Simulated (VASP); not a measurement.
# Al3Sb2P (P6/mmm) in VASP: a series of runs

Al3Sb2P is run at these levels: PBE; tasks: single point, relaxation of cell and atoms.

Everything below comes from runs of VASP 6.6.1. Logs are shortened: lines on timing, memory, paths and dates and some standing lists are left out, and cuts for length are marked.

## (1) The cell of the first run

Symmetry: P6/mmm, No. 191, hexagonal system. The conventional cell has a = 6.376 Å, b = 6.376 Å, c = 3.337 Å, α = 90.00°, β = 90.00°, γ = 120.00°. Within 3.3 Å of Al (site symmetry mmm) lie 4 Sb at 2.48 Å and 4 Al at 3.19 Å. Within 3.3 Å of Sb (site symmetry -6m2) lie 6 Al at 2.48 Å. P (site symmetry 6/mmm) has 2 P at 3.34 Å and 12 Al at 3.60 Å and 6 Sb at 3.68 Å within 4.4 Å.

## (2) Single point, PBE

Input file INCAR:

```
SYSTEM = Al3Sb2P
ALGO = Normal
EDIFF = 1E-6
ENCUT = 520
GGA = PE
ISIF = 2
ISMEAR = 0
LASPH = .TRUE.
LCHARG = .TRUE.
LELF = .TRUE.
LREAL = .FALSE.
LVHAR = .TRUE.
LWAVE = .FALSE.
NBANDS = 21
NELM = 80
PREC = Accurate
SIGMA = 0.1
```

Input file KPOINTS:

```
k-points
0
G
  3 3 6
  0 0 0
```

Input file POSCAR:

```
Al3Sb2P
1.0
    6.3755656800      0.0000000000      0.0000000000
   -3.1877828400      5.5214018500      0.0000000000
    0.0000000000      0.0000000000      3.3367998000
Al Sb P
3 2 1
Direct
    0.5000000000      0.0000000000      0.5000000000
    0.5000000000      0.5000000000      0.5000000000
    0.0000000000      0.5000000000      0.5000000000
    0.3333333300      0.6666666700      0.0000000000
    0.6666666700      0.3333333300      0.0000000000
    0.0000000000      0.0000000000      0.0000000000
```

Potentials or basis: VASP PAW PBE potentials, release 64 (Al, Sb, P).

Command:

```sh
$ cat potpaw_PBE.64/Al/POTCAR potpaw_PBE.64/Sb/POTCAR potpaw_PBE.64/P/POTCAR > POTCAR
$ mpirun -np 1 vasp_std > vasp.out
```

OUTCAR:

```text
SYSTEM = Al3Sb2P
   EDIFF = 1E-6
   ENCUT = 520
   GGA = PE
   ISIF = 2
   ISMEAR = 0
   LASPH = .TRUE.
   LREAL = .FALSE.
   NELM = 80
   PREC = Accurate

 ion  position               nearest neighbor table
   1  0.500  0.000  0.500-   4 2.48   5 2.48   4 2.48   5 2.48   2 3.19   3 3.19   2 3.19   3 3.19

   2  0.500  0.500  0.500-   4 2.48   5 2.48   4 2.48   5 2.48   3 3.19   3 3.19   1 3.19   1 3.19

   3  0.000  0.500  0.500-   4 2.48   5 2.48   4 2.48   5 2.48   2 3.19   2 3.19   1 3.19   1 3.19

   4  0.333  0.667  0.000-   3 2.48   3 2.48   1 2.48   1 2.48   2 2.48   2 2.48   5 3.68   5 3.68
                             5 3.68
   5  0.667  0.333  0.000-   3 2.48   3 2.48   1 2.48   1 2.48   2 2.48   2 2.48   4 3.68   4 3.68
                             4 3.68
   6  0.000  0.000  0.000-

  LATTYP: Found a hexagonal cell.
 ALAT       =     6.3755656800
 C/A-ratio  =     0.5233731354

  Lattice vectors:

 A1 = (   6.3755656800,   0.0000000000,   0.0000000000)
 A2 = (  -3.1877828400,   5.5214018500,   0.0000000000)
 A3 = (   0.0000000000,   0.0000000000,   3.3367998000)

Analysis of symmetry for initial positions (statically):
=====================================================================
 Subroutine PRICEL returns:
 Original cell was already a primitive cell.

 Routine SETGRP: Setting up the symmetry group for a
 hexagonal supercell.

 Subroutine GETGRP returns: Found 24 space group operations
 (whereof 24 operations were pure point group operations)
 out of a pool of 24 trial point group operations.

The static configuration has the point symmetry D_6h.

Analysis of symmetry for dynamics (positions and initial velocities):
=====================================================================
 Subroutine PRICEL returns:
 Original cell was already a primitive cell.

 Routine SETGRP: Setting up the symmetry group for a
 hexagonal supercell.

 Subroutine GETGRP returns: Found 24 space group operations
 (whereof 24 operations were pure point group operations)
 out of a pool of 24 trial point group operations.

The dynamic configuration has the point symmetry D_6h.

 Subroutine INISYM returns: Found 24 space group operations
 (whereof 24 operations are pure point group operations),
 and found     1 'primitive' translations

----------------------------------------------------------------------------------------

                                     Primitive cell

  volume of cell :     117.4622

  direct lattice vectors                    reciprocal lattice vectors
     6.375565680  0.000000000  0.000000000     0.156848827  0.090556713  0.000000000
    -3.187782840  5.521401850  0.000000000     0.000000000  0.181113425  0.000000000
     0.000000000  0.000000000  3.336799800     0.000000000  0.000000000  0.299688342

  length of vectors
     6.375565680  6.375565687  3.336799800     0.181113425  0.181113425  0.299688342

  position of ions in fractional coordinates (direct lattice)
     0.500000000  0.000000000  0.500000000
     0.500000000  0.500000000  0.500000000
     0.000000000  0.500000000  0.500000000
     0.333333330  0.666666670  0.000000000
     0.666666670  0.333333330  0.000000000
     0.000000000  0.000000000  0.000000000

  ion indices of the primitive-cell ions
   primitive index   ion index
                 1           1
                 2           2
                 3           3
                 4           4
                 5           5
                 6           6

----------------------------------------------------------------------------------------

 KPOINTS: k-points

Automatic generation of k-mesh.
 Grid dimensions read from file:
 generate k-points for:    3    3    6

 Generating k-lattice:

  Cartesian coordinates                     Fractional coordinates (reciprocal lattice)
     0.052282942  0.030185571  0.000000000     0.333333333  0.000000000  0.000000000
     0.000000000  0.060371142  0.000000000     0.000000000  0.333333333  0.000000000
     0.000000000  0.000000000  0.049948057     0.000000000  0.000000000  0.166666667

  Length of vectors
     0.060371142  0.060371142  0.049948057

  Shift w.r.t. Gamma in fractional coordinates (k-lattice)
     0.000000000  0.000000000  0.000000000

 Subroutine IBZKPT returns following result:
 ===========================================

 Found     12 irreducible k-points:

 Following reciprocal coordinates:
            Coordinates               Weight
  0.000000  0.000000  0.000000      1.000000
  0.333333  0.000000  0.000000      6.000000
  0.333333  0.333333  0.000000      2.000000
  0.000000  0.000000  0.166667      2.000000
  0.333333  0.000000  0.166667     12.000000
  0.333333  0.333333  0.166667      4.000000
  0.000000  0.000000  0.333333      2.000000
  0.333333  0.000000  0.333333     12.000000
  0.333333  0.333333  0.333333      4.000000
  0.000000  0.000000  0.500000      1.000000
  0.333333  0.000000  0.500000      6.000000
  0.333333  0.333333  0.500000      2.000000
   k-points           NKPTS =     12   k-points in BZ     NKDIM =     12   number of bands    NBANDS=     21
   number of dos      NEDOS =    301   number of ions     NIONS =      6
   total plane-waves  NPLWV =  64512
   dimension x,y,z NGX =    48 NGY =   48 NGZ =   28
   dimension x,y,z NGXF=    96 NGYF=   96 NGZF=   56
   ions per type =               3   2   1
   NGX,Y,Z   is equivalent  to a cutoff of  12.52, 12.52, 13.95 a.u.
   NGXF,Y,Z  is equivalent  to a cutoff of  25.03, 25.03, 27.90 a.u.
 SYSTEM =  Al3Sb2P
   PREC   = accura    normal or accurate (medium, high low for compatibility)
   ISTART =      0    job   : 0-new  1-cont  2-samecut
   ICHARG =      2    charge: 1-file 2-atom 10-const
   ISPIN  =      1    spin polarized calculation?
   LNONCOLLINEAR =      F non collinear calculations
   LSORBIT =      F    spin-orbit coupling
   LASPH  =      T    aspherical Exc in radial PAW
   ENCUT  =  520.0 eV  38.22 Ry    6.18 a.u.  11.85 11.85  6.20*2*pi/ulx,y,z
   NELM   =     80;   NELMIN=  2; NELMDL= -5     # of ELM steps
   EDIFF  = 0.1E-05   stopping-criterion for ELM
   LREAL  =      F    real-space projection
   EDIFFG = 0.1E-04   stopping-criterion for IOM
   NSW    =      0    number of steps for IOM
   IBRION =     -1    ionic relax: 0-MD 1-quasi-New 2-CG
   NFREE  =      0    steps in history (QN), initial steepest desc. (CG)
   ISIF   =      2    stress and relaxation
   ISYM   =      2    0-nonsym 1-usesym 2-fastsym
   POTIM  = 0.5000    time-step for ionic-motion
   TEBEG  =    0.0;   TEEND  =   0.0 temperature during run
   PSTRESS=    0.0 pullay stress
   NELECT =      24.0000    total number of electrons
   NUPDOWN=      -1.0000    fix difference up-down
   EMIN   =  10.00;   EMAX   =-10.00  energy-range for DOS
   EFERMI =   0.00;   METHOD = LEGACY
   ISMEAR =     0;   SIGMA  =   0.10  broadening in eV -4-tet -1-fermi 0-gaus
   EFERMI_NEDOS =   21; number of points for ismear=-14 and -15
   IALGO  =     38    algorithm
   IMIX   =      4    mixing-type and parameters
     AMIX     =   0.40;   BMIX     =  1.00
     AMIX_MAG =   1.60;   BMIX_MAG =  1.00
  volume/ion in A,a.u.               =      19.58       132.11
  Fermi-wavevector in a.u.,A,eV,Ry     =   0.964227  1.822124 12.649788  0.929733
  Thomas-Fermi vector in A             =   2.093840
   LORBIT       =      0    0 simple, 1 ext, 2 COOP (PROOUT), +10 PAW based schemes
   GGA     = PE    functional components
   LHFCALC =     F    Hartree Fock is set to
   AEXX    =    0.0000 exact exchange contribution
   IVDW    =     0    specifies the selected vdW correction
   LEPSILON=     F    determine dielectric tensor
   LRPA    =     F    only Hartree local field effects (RPA)
 non-spin polarized calculation
 Gauss-broadening in eV      SIGMA  =   0.10
  energy-cutoff  :      520.00
  volume of cell :      117.46
 maximum number of plane-waves:      3188
 NGX is ok and might be reduce to    48
   NGX = 23   NGY = 23   NGZ = 13

 number of electron      23.9999999 magnetization

 Free energy of the ion-electron system (eV)
  ---------------------------------------------------
  ext. energy  EPLUGINS =         0.00000000
  ---------------------------------------------------
  free energy    TOTEN  =       -17.20773774 eV

  energy without entropy =      -17.17447539  energy(sigma->0) =      -17.19110656

 E-fermi :   8.2316     XC(G=0): -10.1729

 val. band max:        8.2278375826   @ k =   0.3333   0.0000   0.3333
 cond. band min:       8.2766346367   @ k =   0.3333   0.0000   0.0000
 fundamental gap:      0.0487970541
 Fermi energy:         8.2316246042

 k-point     1 :       0.0000    0.0000    0.0000
  band No.  band energies     occupation
      1      -5.6563      2.00000
      2      -3.3975      2.00000
      3      -1.0401      2.00000
      4       0.6064      2.00000
      5       0.6064      2.00000
      6       3.1812      2.00000
[... 13 lines left out ...]
     20      13.0520      0.00000
     21      13.0520      0.00000

 k-point     2 :       0.3333    0.0000    0.0000
  band No.  band energies     occupation
      1      -5.2986      2.00000
      2      -4.0935      2.00000
      3      -1.3673      2.00000
      4       0.3310      2.00000
      5       1.6240      2.00000
      6       4.0651      2.00000
[... 13 lines left out ...]
     20      14.0076      0.00000
     21      14.0541      0.00000

 k-point     3 :       0.3333    0.3333    0.0000
  band No.  band energies     occupation
      1      -4.7513      2.00000
      2      -4.7513      2.00000
      3      -1.7347      2.00000
      4       0.9666      2.00000
      5       2.4629      2.00000
      6       2.4629      2.00000
[... 13 lines left out ...]
     20      15.0261      0.00000
     21      15.0266      0.00000

 k-point     4 :       0.0000    0.0000    0.1667
  band No.  band energies     occupation
      1      -5.2813      2.00000
      2      -3.0330      2.00000
      3      -0.8098      2.00000
      4       0.9908      2.00000
      5       0.9908      2.00000
      6       3.5468      2.00000
[... 13 lines left out ...]
     20      13.3080      0.00000
     21      13.5416      0.00000

 k-point     5 :       0.3333    0.0000    0.1667
  band No.  band energies     occupation
      1      -4.9237      2.00000
      2      -3.7239      2.00000
      3      -1.1196      2.00000
      4       0.7138      2.00000
      5       1.9882      2.00000
      6       4.4270      2.00000
[... 13 lines left out ...]
     20      14.1031      0.00000
     21      14.2318      0.00000

 k-point     6 :       0.3333    0.3333    0.1667
  band No.  band energies     occupation
      1      -4.3777      2.00000
      2      -4.3777      2.00000
      3      -1.4646      2.00000
      4       1.3050      2.00000
      5       2.8385      2.00000
      6       2.8385      2.00000
[... 13 lines left out ...]
     20      14.6847      0.00000
     21      15.4046      0.00000

 k-point     7 :       0.0000    0.0000    0.3333
  band No.  band energies     occupation
      1      -4.1869      2.00000
      2      -1.9559      2.00000
      3      -0.2625      2.00000
      4       0.9005      2.00000
      5       2.0808      2.00000
      6       2.0808      2.00000
[... 13 lines left out ...]
     20      13.9629      0.00000
     21      14.2839      0.00000

 k-point     8 :       0.3333    0.0000    0.3333
  band No.  band energies     occupation
      1      -3.8279      2.00000
      2      -2.6389      2.00000
      3      -0.5069      2.00000
      4       1.2171      2.00000
      5       1.8023      2.00000
      6       2.3574      2.00000
[... 13 lines left out ...]
     20      13.1934      0.00000
     21      14.0238      0.00000

 k-point     9 :       0.3333    0.3333    0.3333
  band No.  band energies     occupation
      1      -3.2825      2.00000
      2      -3.2825      2.00000
      3      -0.7870      2.00000
      4       1.7286      2.00000
      5       1.7286      2.00000
      6       2.2520      2.00000
[... 13 lines left out ...]
     20      13.6056      0.00000
     21      14.0420      0.00000

 k-point    10 :       0.0000    0.0000    0.5000
  band No.  band energies     occupation
      1      -2.9822      2.00000
      2      -1.1236      2.00000
      3      -0.7195      2.00000
      4       0.1680      2.00000
      5       0.9801      2.00000
      6       3.1728      2.00000
[... 13 lines left out ...]
     20      14.4941      0.00000
     21      14.8604      0.00000

 k-point    11 :       0.3333    0.0000    0.5000
  band No.  band energies     occupation
      1      -2.6120      2.00000
      2      -1.4205      2.00000
      3      -0.7856      2.00000
      4      -0.0595      2.00000
      5       0.3578      2.00000
      6       2.9051      2.00000
[... 13 lines left out ...]
     20      13.7104      0.00000
     21      13.9720      0.00000

 k-point    12 :       0.3333    0.3333    0.5000
  band No.  band energies     occupation
      1      -2.0531      2.00000
      2      -2.0531      2.00000
      3      -0.3223      2.00000
      4      -0.2678      2.00000
      5      -0.2678      2.00000
      6       3.3011      2.00000
[... 13 lines left out ...]
     20      11.8204      0.00000
     21      12.7602      0.00000

------------------------ aborting loop because EDIFF is reached ----------------------------------------

  FORCE on cell =-STRESS in cart. coord.  units (eV):
  Direction    XX          YY          ZZ          XY          YZ          ZX
  --------------------------------------------------------------------------------------
  -------------------------------------------------------------------------------------
  Total       17.4984086     17.4984087     31.5401413      0.0000000      0.0000000      0.0000000
  in kB      238.6771839    238.6771846    430.2055271      0.0000000      0.0000000      0.0000000
  external PRESSURE =     302.5199652 kB  Pullay stress =       0.0000000 kB

 VOLUME and BASIS-vectors are now :
 -----------------------------------------------------------------------------
  energy-cutoff  :      520.00
  volume of cell :      117.46
      direct lattice vectors                 reciprocal lattice vectors
     6.375565680  0.000000000  0.000000000     0.156848827  0.090556713  0.000000000
    -3.187782840  5.521401850  0.000000000     0.000000000  0.181113425  0.000000000
     0.000000000  0.000000000  3.336799800     0.000000000  0.000000000  0.299688342

 POSITION                                       TOTAL-FORCE (eV/Angst)
 -----------------------------------------------------------------------------------
      3.18778      0.00000      1.66840         0.000000      0.000000      0.000000
      1.59389      2.76070      1.66840         0.000000      0.000000      0.000000
     -1.59389      2.76070      1.66840         0.000000      0.000000      0.000000
     -0.00000      3.68093      0.00000         0.000000     -0.000000      0.000000
      3.18778      1.84047      0.00000        -0.000000      0.000000      0.000000
      0.00000      0.00000      0.00000         0.000000      0.000000      0.000000
 -----------------------------------------------------------------------------------
    total drift:                               -0.000000      0.000000      0.000000

  FREE ENERGIE OF THE ION-ELECTRON SYSTEM (eV)
  ---------------------------------------------------
  free  energy   TOTEN  =       -17.2077377356 eV

  energy  without entropy=      -17.1744753865  energy(sigma->0) =      -17.19110656
```

Run time: 14 s. Hardware: 1 thread of Intel Xeon 6975P-C (Granite Rapids), shared host; peak memory 0.25 GiB.

What came out:

```
Free energy            : -17.2077 eV
Pressure               : 30.3 GPa
Band gap on the k mesh : zero (band 12 reaches 10.10 eV, above the bottom of band 13 at 7.38 eV)
```

Stress tensor (GPa, compression positive):
```
23.87  0.00  0.00
 0.00 23.87  0.00
 0.00  0.00 43.02
```

Caveat: the k points lie up to 0.38 Å⁻¹ apart; spin-orbit coupling is left out, which moves the levels of the heavy elements.

## (3) Single point, PBE

This run uses another cell than the first one, of 26.01 Å³/atom, 1.328 times its volume.

Input file INCAR:

```
SYSTEM = Al3Sb2P
  ALGO = Normal
  EDIFF = 1E-7
  ENCUT = 520
  GGA = PE
  ISIF = 2
  ISMEAR = 0
  LASPH = .TRUE.
  LCHARG = .FALSE.
  LREAL = .FALSE.
  LWAVE = .FALSE.
  NBANDS = 21
  NELM = 60
  PREC = Accurate
  SIGMA = 0.1
```

KPOINTS is that of step 2.

Input file POSCAR:

```
Al3Sb2P
1.0
    6.8084348660      0.0000000000      0.0000000000
   -3.4042174330      5.8962775539      0.0000000000
    0.0000000000      0.0000000000      3.8869139858
Al Sb P
3 2 1
Direct
    0.5000000000      0.0000000000      0.5000000000
    0.5000000000      0.5000000000      0.5000000000
    0.0000000000      0.5000000000      0.5000000000
    0.3333333333      0.6666666667      0.0000000000
    0.6666666667      0.3333333333      0.0000000000
    0.0000000000      0.0000000000      0.0000000000
```

Potentials or basis: VASP PAW PBE potentials, release 64 (Al, Sb, P).

Command:

```sh
$ cat potpaw_PBE.64/Al/POTCAR potpaw_PBE.64/Sb/POTCAR potpaw_PBE.64/P/POTCAR > POTCAR
$ mpirun -np 1 vasp_std > vasp.out
```

Wall time 22 s (1 thread of Intel Xeon 6975P-C (Granite Rapids), shared host); peak memory 0.28 GiB.

The run converged. Its results:

| Property | Result |
| --- | --- |
| Free energy | -20.5140 eV |
| Pressure | 0.2 GPa |
| Band gap on the k mesh | zero (band 12 reaches 5.58 eV, above the bottom of band 13 at 4.84 eV) |

Stress tensor (GPa, compression positive):
```
0.13 0.00 0.00
0.00 0.13 0.00
0.00 0.00 0.31
```

Levels at points of the mesh, in eV from the Fermi level:
| k point | band 8 | band 9 | band 10 | band 11 | band 12 | band 13 | band 14 | band 15 | band 16 | band 17 |
| --- | --- | --- | --- | --- | --- | --- | --- | --- | --- | --- |
| (0.00, 0.00, 0.00) | -2.18 | -0.64 | -0.40 | 0.20 | 0.20 | 1.09 | 2.53 | 2.94 | 3.12 | 3.12 |
| (0.00, 0.00, 0.50) | -3.07 | -3.07 | -1.80 | -1.80 | -1.43 | -0.39 | -0.39 | 1.10 | 1.10 | 3.99 |

Caveat: spin-orbit coupling is left out, which moves the levels of the heavy elements.

[end of part 1 of 2]
